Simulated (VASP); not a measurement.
# Ge (Cmcm) in VASP: notebook

The runs below take Ge through single point, with PBE.

Program: VASP 6.6.1. These are calculated values, not measurements. Logs are shortened: lines on timing, memory, paths and dates and some standing lists are left out, and cuts for length are marked.

**1. The cell of the first run**

The structure is orthorhombic, space group Cmcm (No. 63). Conventional cell: a = 5.946 Å, b = 12.305 Å, c = 3.979 Å, α = 90.00°, β = 90.00°, γ = 90.00°. Ge (site symmetry m) has 4 Ge at 2.45 to 2.47 Å within 3.2 Å. Within 3.2 Å of Ge (site symmetry m2m) lie 4 Ge at 2.41 to 2.45 Å.

**2. Single point, PBE (24.26 Å³/atom)**

Contents of INCAR:

```
PREC = Accurate ; ENCUT = 520
EDIFF = 1E-6 ; ISMEAR = 0
SIGMA = 0.1 ; LREAL = False
LASPH = True ; NELM = 100
ALGO = Normal ; ISIF = 2
LWAVE = False ; LCHARG = True
GGA = PE ; LELF = True
LVHAR = True ; NBANDS = 51
```

Contents of KPOINTS:

```
regular mesh
0
Gamma
  8 8 10
```

Contents of POSCAR:

```
Ge
1.0
    2.9729151869     -6.1524641427      0.0000000000
    2.9729151869      6.1524641427      0.0000000000
    0.0000000000      0.0000000000      3.9791218799
Ge
6
Direct
    0.0114383007      0.4001371163      0.2500000000
    0.4001371163      0.0114383007      0.7500000000
    0.5998628837      0.9885616993      0.2500000000
    0.9885616993      0.5998628837      0.7500000000
    0.4446838493      0.5553161507      0.2500000000
    0.5553161507      0.4446838493      0.7500000000
```

Potentials or basis: VASP PAW PBE potentials, release 64 (Ge_d).

Command:

```console
> cat potpaw_PBE.64/Ge_d/POTCAR > POTCAR
> mpirun -np 1 vasp_std > vasp.out
```

OUTCAR:

```text
PREC = Accurate
   ENCUT = 520
   EDIFF = 1E-6
   ISMEAR = 0
   LREAL = False
   LASPH = True
   NELM = 100
   ISIF = 2
   GGA = PE

 ion  position               nearest neighbor table
   1  0.011  0.400  0.250-   5 2.45   3 2.45   4 2.47   4 2.47
   2  0.400  0.011  0.750-   6 2.45   4 2.45   3 2.47   3 2.47
   3  0.600  0.989  0.250-   5 2.45   1 2.45   2 2.47   2 2.47
   4  0.989  0.600  0.750-   6 2.45   2 2.45   1 2.47   1 2.47
   5  0.445  0.555  0.250-   6 2.41   6 2.41   1 2.45   3 2.45
   6  0.555  0.445  0.750-   5 2.41   5 2.41   2 2.45   4 2.45

  LATTYP: Found a base centered orthorhombic cell.
 ALAT       =     5.9458303738
 B/A-ratio  =     2.0695054369
 C/A-ratio  =     0.6692289604

  Lattice vectors:

 A1 = (   2.9729151869,  -6.1524641427,   0.0000000000)
 A2 = (   2.9729151869,   6.1524641427,   0.0000000000)
 A3 = (   0.0000000000,   0.0000000000,   3.9791218799)

Analysis of symmetry for initial positions (statically):
=====================================================================
 Subroutine PRICEL returns:
 Original cell was already a primitive cell.

 Routine SETGRP: Setting up the symmetry group for a
 base centered orthorhombic supercell.

 Subroutine GETGRP returns: Found  8 space group operations
 (whereof  4 operations were pure point group operations)
 out of a pool of  8 trial point group operations.

The static configuration has the point symmetry C_2h.
 The point group associated with its full space group is D_2h.

Analysis of symmetry for dynamics (positions and initial velocities):
=====================================================================
 Subroutine PRICEL returns:
 Original cell was already a primitive cell.

 Routine SETGRP: Setting up the symmetry group for a
 base centered orthorhombic supercell.

 Subroutine GETGRP returns: Found  8 space group operations
 (whereof  4 operations were pure point group operations)
 out of a pool of  8 trial point group operations.

The dynamic configuration has the point symmetry C_2h.
 The point group associated with its full space group is D_2h.

 Subroutine INISYM returns: Found  8 space group operations
 (whereof  4 operations are pure point group operations),
 and found     1 'primitive' translations

----------------------------------------------------------------------------------------

                                     Primitive cell

  volume of cell :     145.5623

  direct lattice vectors                    reciprocal lattice vectors
     2.972915187 -6.152464143  0.000000000     0.168185087 -0.081268251  0.000000000
     2.972915187  6.152464143  0.000000000     0.168185087  0.081268251  0.000000000
     0.000000000  0.000000000  3.979121880     0.000000000  0.000000000  0.251311729

  length of vectors
     6.833084204  6.833084204  3.979121880     0.186790664  0.186790664  0.251311729

  position of ions in fractional coordinates (direct lattice)
     0.011438301  0.400137116  0.250000000
     0.400137116  0.011438301  0.750000000
     0.599862884  0.988561699  0.250000000
     0.988561699  0.599862884  0.750000000
     0.444683849  0.555316151  0.250000000
     0.555316151  0.444683849  0.750000000

  ion indices of the primitive-cell ions
   primitive index   ion index
                 1           1
                 2           2
                 3           3
                 4           4
                 5           5
                 6           6

----------------------------------------------------------------------------------------

 KPOINTS: regular mesh

Automatic generation of k-mesh.
 Grid dimensions read from file:
 generate k-points for:    8    8   10

 Generating k-lattice:

  Cartesian coordinates                     Fractional coordinates (reciprocal lattice)
     0.021023136 -0.010158531  0.000000000     0.125000000  0.000000000  0.000000000
     0.021023136  0.010158531  0.000000000     0.000000000  0.125000000  0.000000000
     0.000000000  0.000000000  0.025131173     0.000000000  0.000000000  0.100000000

  Length of vectors
     0.023348833  0.023348833  0.025131173

  Shift w.r.t. Gamma in fractional coordinates (k-lattice)
     0.000000000  0.000000000  0.000000000

 Subroutine IBZKPT returns following result:
 ===========================================

 Found    126 irreducible k-points:

 Following reciprocal coordinates:
            Coordinates               Weight
  0.000000  0.000000  0.000000      1.000000
  0.125000  0.000000  0.000000      4.000000
  0.250000  0.000000  0.000000      4.000000
  0.375000  0.000000  0.000000      4.000000
  0.500000  0.000000  0.000000      2.000000
  0.125000  0.125000  0.000000      2.000000
[... 16 lines left out ...]
  0.125000  0.000000  0.100000      8.000000
  0.250000  0.000000  0.100000      8.000000
 [... further k-points ...]
   k-points           NKPTS =    126   k-points in BZ     NKDIM =    126   number of bands    NBANDS=     51
   number of dos      NEDOS =    301   number of ions     NIONS =      6
   total plane-waves  NPLWV =  87480
   dimension x,y,z NGX =    54 NGY =   54 NGZ =   30
   dimension x,y,z NGXF=   108 NGYF=  108 NGZF=   60
   ions per type =               6
   NGX,Y,Z   is equivalent  to a cutoff of  13.14, 13.14, 12.53 a.u.
   NGXF,Y,Z  is equivalent  to a cutoff of  26.28, 26.28, 25.07 a.u.
 SYSTEM =  unknown system
   PREC   = accura    normal or accurate (medium, high low for compatibility)
   ISTART =      0    job   : 0-new  1-cont  2-samecut
   ICHARG =      2    charge: 1-file 2-atom 10-const
   ISPIN  =      1    spin polarized calculation?
   LNONCOLLINEAR =      F non collinear calculations
   LSORBIT =      F    spin-orbit coupling
   LASPH  =      T    aspherical Exc in radial PAW
   ENCUT  =  520.0 eV  38.22 Ry    6.18 a.u.  12.71 12.71  7.40*2*pi/ulx,y,z
   NELM   =    100;   NELMIN=  2; NELMDL= -5     # of ELM steps
   EDIFF  = 0.1E-05   stopping-criterion for ELM
   LREAL  =      F    real-space projection
   EDIFFG = 0.1E-04   stopping-criterion for IOM
   NSW    =      0    number of steps for IOM
   IBRION =     -1    ionic relax: 0-MD 1-quasi-New 2-CG
   NFREE  =      0    steps in history (QN), initial steepest desc. (CG)
   ISIF   =      2    stress and relaxation
   ISYM   =      2    0-nonsym 1-usesym 2-fastsym
   POTIM  = 0.5000    time-step for ionic-motion
   TEBEG  =    0.0;   TEEND  =   0.0 temperature during run
   PSTRESS=    0.0 pullay stress
   NELECT =      84.0000    total number of electrons
   NUPDOWN=      -1.0000    fix difference up-down
   EMIN   =  10.00;   EMAX   =-10.00  energy-range for DOS
   EFERMI =   0.00;   METHOD = LEGACY
   ISMEAR =     0;   SIGMA  =   0.10  broadening in eV -4-tet -1-fermi 0-gaus
   EFERMI_NEDOS =   21; number of points for ismear=-14 and -15
   IALGO  =     38    algorithm
   IMIX   =      4    mixing-type and parameters
     AMIX     =   0.40;   BMIX     =  1.00
     AMIX_MAG =   1.60;   BMIX_MAG =  1.00
  volume/ion in A,a.u.               =      24.26       163.72
  Fermi-wavevector in a.u.,A,eV,Ry     =   1.362966  2.575632 25.275215  1.857676
  Thomas-Fermi vector in A             =   2.489410
   LORBIT       =      0    0 simple, 1 ext, 2 COOP (PROOUT), +10 PAW based schemes
   GGA     = PE    functional components
   LHFCALC =     F    Hartree Fock is set to
   AEXX    =    0.0000 exact exchange contribution
   IVDW    =     0    specifies the selected vdW correction
   LEPSILON=     F    determine dielectric tensor
   LRPA    =     F    only Hartree local field effects (RPA)
 non-spin polarized calculation
 Gauss-broadening in eV      SIGMA  =   0.10
  energy-cutoff  :      520.00
  volume of cell :      145.56
 maximum number of plane-waves:      3943
 NGX is ok and might be reduce to    54
   NGX = 25   NGY = 25   NGZ = 15

 number of electron      83.9999988 magnetization

 Free energy of the ion-electron system (eV)
  ---------------------------------------------------
  ext. energy  EPLUGINS =         0.00000000
  ---------------------------------------------------
  free energy    TOTEN  =       -26.48137331 eV

  energy without entropy =      -26.48132673  energy(sigma->0) =      -26.48135002

 E-fermi :   4.3563     XC(G=0):  -9.4267

 val. band max:        4.1899331490   @ k =   0.0000   0.0000   0.0000
 cond. band min:       4.4809670521   @ k =   0.0000   0.0000   0.0000
 fundamental gap:      0.2910339030
 Fermi energy:         4.3563412985

 k-point     1 :       0.0000    0.0000    0.0000
  band No.  band energies     occupation
      1     -20.6222      2.00000
      2     -20.5565      2.00000
      3     -20.5463      2.00000
      4     -20.5434      2.00000
      5     -20.5186      2.00000
      6     -20.5051      2.00000
[... 43 lines left out ...]
     50       9.1473      0.00000
     51       9.2005      0.00000

 k-point     2 :       0.1250    0.0000    0.0000
  band No.  band energies     occupation
      1     -20.6223      2.00000
      2     -20.5572      2.00000
      3     -20.5487      2.00000
      4     -20.5455      2.00000
      5     -20.5210      2.00000
      6     -20.5054      2.00000
[... 43 lines left out ...]
     50       9.1660      0.00000
     51       9.4362      0.00000

 k-point     3 :       0.2500    0.0000    0.0000
  band No.  band energies     occupation
      1     -20.6225      2.00000
      2     -20.5614      2.00000
      3     -20.5535      2.00000
      4     -20.5440      2.00000
      5     -20.5267      2.00000
      6     -20.5060      2.00000
[... 43 lines left out ...]
     50       9.5266      0.00000
     51       9.6994      0.00000
[... 1027 lines left out ...]
 k-point    23 :       0.1250    0.0000    0.1000
  band No.  band energies     occupation
      1     -20.6266      2.00000
      2     -20.5595      2.00000
      3     -20.5493      2.00000
      4     -20.5379      2.00000
      5     -20.5287      2.00000
      6     -20.4948      2.00000
[... 43 lines left out ...]
     50       8.9196      0.00000
     51       9.6573      0.00000

 k-point    24 :       0.2500    0.0000    0.1000
  band No.  band energies     occupation
      1     -20.6266      2.00000
      2     -20.5624      2.00000
      3     -20.5551      2.00000
      4     -20.5393      2.00000
      5     -20.5293      2.00000
      6     -20.4975      2.00000
[... 43 lines left out ...]
     50       9.0811      0.00000
     51       9.4947      0.00000

 [... further k-points ...]

------------------------ aborting loop because EDIFF is reached ----------------------------------------

  FORCE on cell =-STRESS in cart. coord.  units (eV):
  Direction    XX          YY          ZZ          XY          YZ          ZX
  --------------------------------------------------------------------------------------
  -------------------------------------------------------------------------------------
  Total        3.3060328      3.2942029      3.3012361      0.0000000      0.0000000      0.0000000
  in kB       36.3888976     36.2586875     36.3361008      0.0000000      0.0000000      0.0000000
  external PRESSURE =      36.3278953 kB  Pullay stress =       0.0000000 kB

 VOLUME and BASIS-vectors are now :
 -----------------------------------------------------------------------------
  energy-cutoff  :      520.00
  volume of cell :      145.56
      direct lattice vectors                 reciprocal lattice vectors
     2.972915187 -6.152464143  0.000000000     0.168185087 -0.081268251  0.000000000
     2.972915187  6.152464143  0.000000000     0.168185087  0.081268251  0.000000000
     0.000000000  0.000000000  3.979121880     0.000000000  0.000000000  0.251311729

 POSITION                                       TOTAL-FORCE (eV/Angst)
 -----------------------------------------------------------------------------------
      1.22358      2.39146      0.99478         0.002283     -0.000056      0.000000
      1.22358     -2.39146      2.98434         0.002283      0.000056      0.000000
      4.72225      2.39146      0.99478        -0.002283     -0.000056     -0.000000
      4.72225     -2.39146      2.98434        -0.002283      0.000056      0.000000
      2.97292      0.68066      0.99478         0.000000     -0.003317     -0.000000
      2.97292     -0.68066      2.98434         0.000000      0.003317      0.000000
 -----------------------------------------------------------------------------------
    total drift:                                0.000000      0.000000     -0.000000

  FREE ENERGIE OF THE ION-ELECTRON SYSTEM (eV)
  ---------------------------------------------------
  free  energy   TOTEN  =       -26.4813733055 eV

  energy  without entropy=      -26.4813267290  energy(sigma->0) =      -26.48135002
```

Wall time 32 min (1 thread of Oxide Virtual Turin-like, shared host); peak memory 0.67 GiB.

Results:

```
Free energy            : -26.4814 eV
Pressure               : 3.6 GPa
Largest force          : 0.003 eV/Å
Band gap on the k mesh : 0.29 eV
```

Forces in eV/Å, atoms in the order of the input:
```
Ge   0.002  0.000  0.000
Ge   0.002  0.000  0.000
Ge  -0.002  0.000  0.000
Ge  -0.002  0.000  0.000
Ge   0.000 -0.003  0.000
Ge   0.000  0.003  0.000
```

Caveat: the cell stands under pressure.

**3. Single point, PBE (28.39 Å³/atom)**

This run uses another cell than the first one, of 28.39 Å³/atom.

Contents of INCAR:

```
SYSTEM = Ge
  PREC = Accurate
  ENCUT = 520
  EDIFF = 1E-6
  ISMEAR = 0
  SIGMA = 0.1
  LREAL = .FALSE.
  LASPH = .TRUE.
  NELM = 80
  ALGO = Fast
  ISIF = 2
  LWAVE = .FALSE.
  LCHARG = .FALSE.
  GGA = PE
  NBANDS = 51
```

Contents of KPOINTS:

```
Automatic mesh
0
G
  8 8 10
  0 0 0
```

Contents of POSCAR:

```
Ge
1.0
    3.1029012966     -6.5400097255      0.0000000000
    3.1029012966      6.5400097255      0.0000000000
    0.0000000000      0.0000000000      4.1969841497
Ge
6
Direct
    0.0107791357      0.4043532633      0.2500000000
    0.4043532633      0.0107791357      0.7500000000
    0.5956467367      0.9892208643      0.2500000000
    0.9892208643      0.5956467367      0.7500000000
    0.4438920233      0.5561079767      0.2500000000
    0.5561079767      0.4438920233      0.7500000000
```

Potentials or basis: VASP PAW PBE potentials, release 64 (Ge_d).

Command:

```console
> cat potpaw_PBE.64/Ge_d/POTCAR > POTCAR
> mpirun -np 1 vasp_std > vasp.out
```

It took 32 min on 1 thread of Oxide Virtual Turin-like, shared host; peak memory 0.76 GiB.

Results (log left out):

```
Free energy            : -26.3790 eV
Pressure               : -3.9 GPa
Largest force          : 0.004 eV/Å
Band gap on the k mesh : zero (filled and empty bands touch)
```

Forces on the atoms (eV/Å):
```
Ge  -0.003  0.002  0.000
Ge  -0.003 -0.002  0.000
Ge   0.003  0.002  0.000
Ge   0.003 -0.002  0.000
Ge   0.000 -0.004  0.000
Ge   0.000  0.004  0.000
```

Levels at points of the mesh, in eV from the Fermi level:
| k point | band 40 | band 41 | band 42 | band 43 | band 44 | band 45 |
| --- | --- | --- | --- | --- | --- | --- |
| (0.00, 0.00, 0.00) | -0.52 | -0.41 | -0.05 | 0.09 | 0.46 | 0.63 |
| (0.50, 0.00, 0.00) | -1.26 | -0.56 | -0.47 | 0.55 | 1.43 | 1.86 |
| (0.50, 0.50, 0.00) | -1.33 | -1.02 | -0.08 | 0.51 | 1.77 | 2.45 |
| (0.00, 0.00, 0.50) | -2.89 | -1.65 | -1.65 | 2.46 | 2.46 | 3.57 |
| (0.50, 0.00, 0.50) | -1.79 | -0.98 | -0.98 | 0.42 | 0.42 | 2.19 |
| (0.50, 0.50, 0.50) | -1.89 | -1.29 | -1.29 | 0.75 | 0.75 | 2.11 |

Caveat: the cell stands under tension; semilocal functionals underestimate gaps, so a narrow gap can read as zero.
